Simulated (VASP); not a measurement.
Here is a VASP 6.6.1 calculation.

Contents of INCAR:

```
PREC     = Accurate       # precision mode
ENCUT    = 520            # plane-wave cutoff, eV
EDIFF    = 1E-6           # SCF threshold, eV
ISMEAR   = 0              # smearing method
SIGMA    = 0.05           # smearing width, eV
LREAL    = F              # projectors in reciprocal space
LASPH    = T              # aspherical terms in the spheres
NELM     = 80             # most SCF steps
ALGO     = Normal         # electronic algorithm
ISIF     = 2              # what is computed and relaxed
LWAVE    = F              # write WAVECAR
LCHARG   = F              # write CHGCAR
NBANDS   = 26             # bands
```

KPOINTS

```
Automatic mesh
0
Gamma
  12 12 4
```

File POSCAR:

```
C
1.0
    2.5477576841      0.0000000000      0.0000000000
   -1.2738788420      2.2064228771      0.0000000000
    0.0000000000      0.0000000000      7.8306598603
C
8
Direct
    0.0000000000      0.0000000000      0.0856321665
    0.0000000000      0.0000000000      0.5856321665
    0.0000000000      0.0000000000      0.4143678335
    0.0000000000      0.0000000000      0.9143678335
    0.3333333333      0.6666666667      0.1612235000
    0.6666666667      0.3333333333      0.6612235000
    0.3333333333      0.6666666667      0.3387765000
    0.6666666667      0.3333333333      0.8387765000
```

Potentials or basis: VASP PAW LDA potentials, release 64 (C).

The run is started by

```sh
$ cat potpaw_LDA.64/C/POTCAR > POTCAR
$ mpirun -np 1 vasp_std > vasp.out
```

(1) Predict the largest force.

(2) Estimate the band gap on the k mesh.

(3) Estimate the pressure.

Answers

(1) 7.300 eV/Å.

(2) 2.62 eV, direct.

(3) 17.8 GPa.

Caveat: the cell differs from its parent crystal (mode 21 frozen in at -0.060 Å, strain +e along z and -e/2 along x and y -0.0467); forces of over 1 eV/Å act on the atoms, so gaps and moduli don't describe the material at rest.
